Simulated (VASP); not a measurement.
Input of a VASP 6.6.1 run:

Contents of POSCAR:

```
Zn2AsP3
1.0
    4.1567808625      0.0000000027      0.0000000000
   -2.0783904336      3.5998778235      0.0000000000
    0.0000000000      0.0000000000      6.4245039742
Zn As P
2 1 3
Direct
    0.6666666667      0.3333333333      0.2612757892
    0.6666666667      0.3333333333      0.7387242108
    0.0000000000      0.0000000000      0.0000000000
    0.0000000000      0.0000000000      0.5000000000
    0.3333333333      0.6666666667      0.0000000000
    0.3333333333      0.6666666667      0.5000000000
```

INCAR.step1

```
ALGO = Normal
EDIFF = 1E-4
ENCUT = 600
GGA = PE
ISMEAR = -1
LASPH = T
LCHARG = F
LREAL = F
LWAVE = T
NELM = 100
PREC = Accurate
SIGMA = 0.03
```

File INCAR.step2:

```
ALGO = Normal
BPARAM = 11.95
CPARAM = 0.0093
EDIFF = 1E-7
EDIFFG = -0.01
ENCUT = 600
IBRION = 2
ISIF = 3
ISMEAR = -1
ISTART = 1
IVDW_NL = 2
LASPH = T
LCHARG = F
LMIXTAU = T
LREAL = F
LUSE_VDW = T
LWAVE = F
METAGGA = R2SCAN
NELM = 100
NSW = 100
PREC = Accurate
SIGMA = 0.03
```

KPOINTS

```
k-points
0
Gamma
  6 6 4
```

Potentials or basis: VASP PAW PBE potentials, release 64 (Zn, As, P).

Command:

```console
$ cat potpaw_PBE.64/Zn/POTCAR potpaw_PBE.64/As/POTCAR potpaw_PBE.64/P/POTCAR > POTCAR
$ cp INCAR.step1 INCAR
$ mpirun -np 1 vasp_std > vasp.out
$ cp INCAR.step2 INCAR
$ mpirun -np 1 vasp_std > vasp.out
```

Question: Predict the relaxed cell.

Answer: a = 4.142 Å, b = 4.142 Å, c = 6.814 Å, α = 90.00°, β = 90.00°, γ = 120.00°.

Question: What does it give for the relaxed volume?

Answer: 16.88 Å³/atom.

Question: Predict the band gap on the k mesh.

Answer: Zero (bands 22 and 23 overlap by 1.37 eV).

Forces in eV/Å, atoms in the order of the input:
```
Zn   0.000  0.000  0.008
Zn   0.000  0.000 -0.008
As   0.000  0.000  0.000
P    0.000  0.000  0.000
P    0.000  0.000  0.000
P    0.000  0.000  0.000
```

Caveat: the PAW data sets were made with another functional, which shifts forces and pressure a little.
